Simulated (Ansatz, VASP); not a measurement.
## Si16Ge in VASP and in Ansatz

```
CELL_PARAMETERS angstrom
0.00000 5.43000 5.43000
5.43000 0.00000 5.43000
5.43000 5.43000 0.00000
ATOMIC_POSITIONS crystal
Si 0.99600 0.99597 0.00419
Si 0.12122 0.12115 0.13623
Si 0.00138 0.00174 0.49976
Si 0.12214 0.12213 0.62211
Si 0.99515 0.50469 0.00454
Si 0.12621 0.62478 0.12456
Si 0.99556 0.50462 0.49572
Si 0.12026 0.63817 0.62065
Si 0.50464 0.99517 0.00452
Si 0.62480 0.12610 0.12461
Si 0.50455 0.99560 0.49579
Si 0.63782 0.12035 0.62081
Si 0.49962 0.49953 0.00005
Si 0.62415 0.62418 0.12410
Si 0.50470 0.50472 0.49514
Si 0.62447 0.62450 0.62672
Ge 0.25217 0.25279 0.74949
```

Alike in both runs: functional PBE; k mesh 2 × 2 × 2; occupations fermi-dirac, width 0.02 eV; no spin polarisation.

Ansatz relaxed the structure, and its values are those at the end. VASP's run is a single point on that final structure, the one shown.

```csv
,VASP,Ansatz
version,VASP 6.6.1,Ansatz 0.2.0
potentials or method,"VASP PAW PBE potentials, release 64 (Si, Ge_d), cutoff 520 eV","scalar-relativistic, plane waves, PAW"
valence electrons in the cell,78,78
```

|  | VASP | Ansatz | Ansatz less VASP |
| --- | --- | --- | --- |
| rms of the force components (eV/Å) | 0.017 | 0.018 | +0.0006 |

The k mesh is coarse, so the values compare programs but aren't converged.
